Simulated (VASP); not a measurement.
Input of a VASP 6.6.1 run:

INCAR

```
SYSTEM = VN
  PREC = Accurate
  ENCUT = 600
  EDIFF = 1E-6
  ISMEAR = 0
  SIGMA = 0.05
  LREAL = .False.
  LASPH = .True.
  NELM = 200
  ALGO = Normal
  ISIF = 2
  LWAVE = .False.
  LCHARG = .False.
  ISPIN = 2
  MAGMOM = 0.05 0
  LORBIT = 11
  LMAXMIX = 4
  GGA = B5
  ALDAX = 1.0
  AGGAX = 1.0
  AGGAC = 1.0
  ALDAC = 0.0
  NBANDS = 20
  GGA_COMPAT = .False.
```

File KPOINTS:

```
regular mesh
0
Gamma
  10 10 10
  0 0 0
```

POSCAR

```
VN
1.0
    0.0000000000      2.0555957368      2.0555957368
    2.0555957368      0.0000000000      2.0555957368
    2.0555957368      2.0555957368      0.0000000000
V N
1 1
Direct
    0.0000000000      0.0000000000      0.0000000000
    0.5000000000      0.5000000000      0.5000000000
```

Potentials or basis: VASP PAW PBE potentials, release 64 (V_sv, N).

Command:

```console
$ cat potpaw_PBE.64/V_sv/POTCAR potpaw_PBE.64/N/POTCAR > POTCAR
$ mpirun -np 1 vasp_std > vasp.out
```

Question: Estimate the band gap on the k mesh.

Answer: Zero (filled and empty bands overlap).

Question: What does it give for the pressure?

Answer: 13.5 GPa.

Caveat: the PAW data sets were made with another functional, which shifts forces and pressure a little.
